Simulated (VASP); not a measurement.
Set up this calculation in VASP 6.6.1, as the native input.

* Task: electric field gradients
* Functional: PBEsol
* Potentials or basis: VASP PAW PBE potentials, release 64 (Ta_pv)
* Cutoff: 520 eV
* k mesh: 17 × 17 × 17
* Occupations: fermi-dirac, width 0.08 eV
* Spin: no spin polarisation
* Dipole correction: no
* Further INCAR settings: ALGO = Normal; EDIFF = 1e-08; NBANDS = 12

The structure of Ta lies in POSCAR:

```
Ta
1.0
   -1.6182544000      1.6182544000      1.6512800000
    1.6182544000     -1.6182544000      1.6512800000
    1.6182544000      1.6182544000     -1.6512800000
Ta
1
Direct
    0.0000000000      0.0000000000      0.0000000000
```

This cell differs from its parent crystal: equal xx and yy strain of -2 %.

These files were run (other wordings do the same):

INCAR

```
SYSTEM = Ta
PREC = Accurate
ENCUT = 520
EDIFF = 1E-8
ISMEAR = -1
SIGMA = 0.08
LREAL = .FALSE.
LASPH = .TRUE.
NELM = 100
ALGO = Normal
ISIF = 2
LWAVE = .FALSE.
LCHARG = .FALSE.
GGA = PS
LEFG = .TRUE.
NBANDS = 12
```

KPOINTS

```
Automatic mesh
0
G
  17 17 17
  0 0 0
```

Potentials or basis: VASP PAW PBE potentials, release 64 (Ta_pv).

Launch:

```console
$ cat potpaw_PBE.64/Ta_pv/POTCAR > POTCAR
$ mpirun -np 1 vasp_std > vasp.out
```

Results of the run:

* Pressure: 5.0 GPa
* Band gap on the k mesh: zero (an odd number of electrons rules out a gap without spin polarisation)
* Largest electric field gradient by atom: Ta +15.4 V/Å²

Caveat: the cell differs from its parent crystal (equal xx and yy strain of -2 %); the cell stands under pressure; without QUAD_EFG the Cq values of the log hold for a quadrupole moment of 1 mb, not for the nuclei; the PAW data sets were made with another functional, which shifts forces and pressure a little; spin-orbit coupling is left out, which moves the levels of the heavy elements.

Run time: 43 s on 1 thread of AMD EPYC 9R45 96-Core Processor (Zen 5), with other jobs on the host, peak memory 0.17 GiB.
